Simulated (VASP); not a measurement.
# NaC3 (Cmcm) in VASP: further runs, part 2 of 2

VASP 6.6.1.

## (3) Single point, PBE

This run uses another cell than the first one, of 12.24 Å³/atom.

Contents of INCAR:

```
ALGO = Normal
EDIFF = 1E-6
ENCUT = 520
GGA = PE
ISIF = 2
ISMEAR = 0
LASPH = T
LCHARG = T
LELF = T
LREAL = F
LVHAR = T
LWAVE = F
NBANDS = 29
NELM = 100
PREC = Accurate
SIGMA = 0.1
```

Contents of KPOINTS:

```
k-points
0
Gamma
  8 8 10
```

Contents of POSCAR:

```
NaC3
1.0
    2.5671828996     -5.0717191839      0.0000000000
    2.5671828996      5.0717191839      0.0000000000
    0.0000000000      0.0000000000      3.7604305112
Na C
2 6
Direct
    0.6463531531      0.3536468469      0.7500000000
    0.3536468469      0.6463531531      0.2500000000
    0.0441903067      0.9558096933      0.7500000000
    0.9558096933      0.0441903067      0.2500000000
    0.0405671027      0.2313540393      0.7500000000
    0.9594328973      0.7686459607      0.2500000000
    0.2313540393      0.0405671027      0.2500000000
    0.7686459607      0.9594328973      0.7500000000
```

Potentials or basis: VASP PAW PBE potentials, release 64 (Na_pv, C).

Command:

```sh
> cat potpaw_PBE.64/Na_pv/POTCAR potpaw_PBE.64/C/POTCAR > POTCAR
> mpirun -np 1 vasp_std > vasp.out
```

OUTCAR:

```text
EDIFF = 1E-6
   ENCUT = 520
   GGA = PE
   ISIF = 2
   ISMEAR = 0
   LASPH = T
   LREAL = F
   NELM = 100
   PREC = Accurate

 ion  position               nearest neighbor table
   1  0.646  0.354  0.750-
   2  0.354  0.646  0.250-
   3  0.044  0.956  0.750-   5 1.58   8 1.58
   4  0.956  0.044  0.250-   6 1.58   7 1.58
   5  0.041  0.231  0.750-   8 1.40   3 1.58
   6  0.959  0.769  0.250-   7 1.40   4 1.58
   7  0.231  0.041  0.250-   6 1.40   4 1.58
   8  0.769  0.959  0.750-   5 1.40   3 1.58

  LATTYP: Found a base centered orthorhombic cell.
 ALAT       =     5.1343657992
 B/A-ratio  =     1.9755971359
 C/A-ratio  =     0.7324040901

  Lattice vectors:

 A1 = (   2.5671828996,  -5.0717191839,   0.0000000000)
 A2 = (   2.5671828996,   5.0717191839,   0.0000000000)
 A3 = (   0.0000000000,   0.0000000000,   3.7604305112)

Analysis of symmetry for initial positions (statically):
=====================================================================
 Subroutine PRICEL returns:
 Original cell was already a primitive cell.

 Routine SETGRP: Setting up the symmetry group for a
 base centered orthorhombic supercell.

 Subroutine GETGRP returns: Found  8 space group operations
 (whereof  4 operations were pure point group operations)
 out of a pool of  8 trial point group operations.

The static configuration has the point symmetry C_2h.
 The point group associated with its full space group is D_2h.

Analysis of symmetry for dynamics (positions and initial velocities):
=====================================================================
 Subroutine PRICEL returns:
 Original cell was already a primitive cell.

 Routine SETGRP: Setting up the symmetry group for a
 base centered orthorhombic supercell.

 Subroutine GETGRP returns: Found  8 space group operations
 (whereof  4 operations were pure point group operations)
 out of a pool of  8 trial point group operations.

The dynamic configuration has the point symmetry C_2h.
 The point group associated with its full space group is D_2h.

 Subroutine INISYM returns: Found  8 space group operations
 (whereof  4 operations are pure point group operations),
 and found     1 'primitive' translations

----------------------------------------------------------------------------------------

                                     Primitive cell

  volume of cell :      97.9218

  direct lattice vectors                    reciprocal lattice vectors
     2.567182900 -5.071719184  0.000000000     0.194766022 -0.098585900  0.000000000
     2.567182900  5.071719184  0.000000000     0.194766022  0.098585900  0.000000000
     0.000000000  0.000000000  3.760430511     0.000000000  0.000000000  0.265926999

  length of vectors
     5.684431680  5.684431680  3.760430511     0.218295632  0.218295632  0.265926999

  position of ions in fractional coordinates (direct lattice)
     0.646353153  0.353646847  0.750000000
     0.353646847  0.646353153  0.250000000
     0.044190307  0.955809693  0.750000000
[... 28 lines left out ...]
     0.024345753 -0.012323237  0.000000000     0.125000000 -0.000000000  0.000000000
     0.024345753  0.012323237  0.000000000    -0.000000000  0.125000000  0.000000000
     0.000000000  0.000000000  0.026592700     0.000000000  0.000000000  0.100000000

  Length of vectors
     0.027286954  0.027286954  0.026592700

  Shift w.r.t. Gamma in fractional coordinates (k-lattice)
     0.000000000  0.000000000  0.000000000

 Subroutine IBZKPT returns following result:
 ===========================================

 Found    126 irreducible k-points:

 Following reciprocal coordinates:
            Coordinates               Weight
  0.000000  0.000000  0.000000      1.000000
  0.125000 -0.000000  0.000000      4.000000
  0.250000 -0.000000  0.000000      4.000000
  0.375000  0.000000  0.000000      4.000000
  0.500000 -0.000000  0.000000      2.000000
  0.125000  0.125000  0.000000      2.000000
[... 16 lines left out ...]
  0.125000 -0.000000  0.100000      8.000000
  0.250000 -0.000000  0.100000      8.000000
 [... further k-points ...]
   k-points           NKPTS =    126   k-points in BZ     NKDIM =    126   number of bands    NBANDS=     29
   number of dos      NEDOS =    301   number of ions     NIONS =      8
   total plane-waves  NPLWV =  49392
   dimension x,y,z NGX =    42 NGY =   42 NGZ =   28
   dimension x,y,z NGXF=    84 NGYF=   84 NGZF=   56
   ions per type =               2   6
   NGX,Y,Z   is equivalent  to a cutoff of  12.28, 12.28, 12.38 a.u.
   NGXF,Y,Z  is equivalent  to a cutoff of  24.57, 24.57, 24.76 a.u.
 SYSTEM =  unknown system
   PREC   = accura    normal or accurate (medium, high low for compatibility)
   ISTART =      0    job   : 0-new  1-cont  2-samecut
   ICHARG =      2    charge: 1-file 2-atom 10-const
   ISPIN  =      1    spin polarized calculation?
   LNONCOLLINEAR =      F non collinear calculations
   LSORBIT =      F    spin-orbit coupling
   LASPH  =      T    aspherical Exc in radial PAW
   ENCUT  =  520.0 eV  38.22 Ry    6.18 a.u.  10.57 10.57  6.99*2*pi/ulx,y,z
   NELM   =    100;   NELMIN=  2; NELMDL= -5     # of ELM steps
   EDIFF  = 0.1E-05   stopping-criterion for ELM
   LREAL  =      F    real-space projection
[... 7 lines left out ...]
   TEBEG  =    0.0;   TEEND  =   0.0 temperature during run
   PSTRESS=    0.0 pullay stress
   NELECT =      38.0000    total number of electrons
   NUPDOWN=      -1.0000    fix difference up-down
   EMIN   =  10.00;   EMAX   =-10.00  energy-range for DOS
   EFERMI =   0.00;   METHOD = LEGACY
   ISMEAR =     0;   SIGMA  =   0.10  broadening in eV -4-tet -1-fermi 0-gaus
   EFERMI_NEDOS =   21; number of points for ismear=-14 and -15
   IALGO  =     38    algorithm
   IMIX   =      4    mixing-type and parameters
     AMIX     =   0.40;   BMIX     =  1.00
     AMIX_MAG =   1.60;   BMIX_MAG =  1.00
  volume/ion in A,a.u.               =      12.24        82.60
  Fermi-wavevector in a.u.,A,eV,Ry     =   1.194106  2.256533 19.400396  1.425889
  Thomas-Fermi vector in A             =   2.330104
   LORBIT       =      0    0 simple, 1 ext, 2 COOP (PROOUT), +10 PAW based schemes
   GGA     = PE    functional components
   LHFCALC =     F    Hartree Fock is set to
   AEXX    =    0.0000 exact exchange contribution
   IVDW    =     0    specifies the selected vdW correction
   LEPSILON=     F    determine dielectric tensor
   LRPA    =     F    only Hartree local field effects (RPA)
 non-spin polarized calculation
 Gauss-broadening in eV      SIGMA  =   0.10
  energy-cutoff  :      520.00
  volume of cell :       97.92
 maximum number of plane-waves:      2672
   NGX = 21   NGY = 21   NGZ = 13

 number of electron      37.9999985 magnetization

 Free energy of the ion-electron system (eV)
  ---------------------------------------------------
  ext. energy  EPLUGINS =         0.00000000
  ---------------------------------------------------
  free energy    TOTEN  =       -44.07615436 eV

  energy without entropy =      -44.06886665  energy(sigma->0) =      -44.07251050

 E-fermi :   1.9384     XC(G=0):  -9.2996

 val. band max:        1.9189226012   @ k =   0.3750   0.0000   0.0000
 cond. band min:       1.9515029118   @ k =   0.2500   0.1250   0.0000
 fundamental gap:      0.0325803106
 Fermi energy:         1.9383583483

 k-point     1 :       0.0000    0.0000    0.0000
  band No.  band energies     occupation
      1     -20.6988      2.00000
      2     -20.6682      2.00000
      3     -20.6445      2.00000
      4     -20.6363      2.00000
      5     -20.6291      2.00000
      6     -20.6159      2.00000
[... 757 lines left out ...]
     28       9.9372      0.00000
     29      10.6592      0.00000

 [... further k-points ...]
[... 5 lines left out ...]
  --------------------------------------------------------------------------------------
  -------------------------------------------------------------------------------------
  Total        0.2963538      0.2082579      0.0391863      0.0000000     -0.0000000      0.0000000
  in kB        4.8488816      3.4074744      0.6411579      0.0000000     -0.0000000      0.0000000
  external PRESSURE =       2.9658380 kB  Pullay stress =       0.0000000 kB

 VOLUME and BASIS-vectors are now :
 -----------------------------------------------------------------------------
  energy-cutoff  :      520.00
  volume of cell :       97.92
      direct lattice vectors                 reciprocal lattice vectors
     2.567182900 -5.071719184  0.000000000     0.194766022 -0.098585900  0.000000000
     2.567182900  5.071719184  0.000000000     0.194766022  0.098585900  0.000000000
     0.000000000  0.000000000  3.760430511     0.000000000  0.000000000  0.265926999

 POSITION                                       TOTAL-FORCE (eV/Angst)
 -----------------------------------------------------------------------------------
      2.56718     -1.48452      2.82032         0.000000     -0.000057     -0.000000
      2.56718      1.48452      0.94011         0.000000      0.000057     -0.000000
      2.56718      4.62348      2.82032         0.000000     -0.081821     -0.000000
      2.56718     -4.62348      0.94011         0.000000      0.081821      0.000000
      0.69807      0.96762      2.82032         0.118545      0.048205     -0.000000
      4.43629     -0.96762      0.94011        -0.118545     -0.048205      0.000000
      0.69807     -0.96762      0.94011         0.118545     -0.048205      0.000000
      4.43629      0.96762      2.82032        -0.118545      0.048205     -0.000000
 -----------------------------------------------------------------------------------
    total drift:                                0.000000     -0.000000      0.000000

  FREE ENERGIE OF THE ION-ELECTRON SYSTEM (eV)
  ---------------------------------------------------
  free  energy   TOTEN  =       -44.0761543550 eV

  energy  without entropy=      -44.0688666517  energy(sigma->0) =      -44.07251050
```

Run time: 4.9 min. Hardware: 1 thread of Intel Xeon Platinum 8488C (Sapphire Rapids), shared host; peak memory 0.38 GiB.

What came out:

```
Free energy            : -44.0762 eV
Pressure               : 0.3 GPa
Largest force          : 0.128 eV/Å
Band gap on the k mesh : zero (bands 19 and 20 overlap by 1.38 eV)
```

Forces in eV/Å, atoms in the order of the input:
```
Na   0.000  0.000  0.000
Na   0.000  0.000  0.000
C    0.000 -0.082  0.000
C    0.000  0.082  0.000
C    0.119  0.048  0.000
C   -0.119 -0.048  0.000
C    0.119 -0.048  0.000
C   -0.119  0.048  0.000
```

Levels at points of the mesh, in eV from the Fermi level:
```csv
k point,band 17,band 18,band 19,band 20,band 21,band 22
"(0.00, 0.00, 0.00)",-1.24,-1.06,-0.92,0.68,2.22,4.43
"(0.50, 0.00, 0.00)",-0.94,-0.65,-0.64,-0.19,1.99,4.46
"(0.50, 0.50, 0.00)",-1.49,-0.92,-0.60,-0.11,2.08,4.70
"(0.00, 0.00, 0.50)",-1.32,-1.32,1.00,1.00,4.51,4.51
"(0.50, 0.00, 0.50)",-1.30,-1.30,1.09,1.09,3.49,3.49
"(0.50, 0.50, 0.50)",-0.97,-0.97,1.10,1.10,3.67,3.67
```

The gap in the log of VASP goes by the Fermi energy; the results here count the filled bands.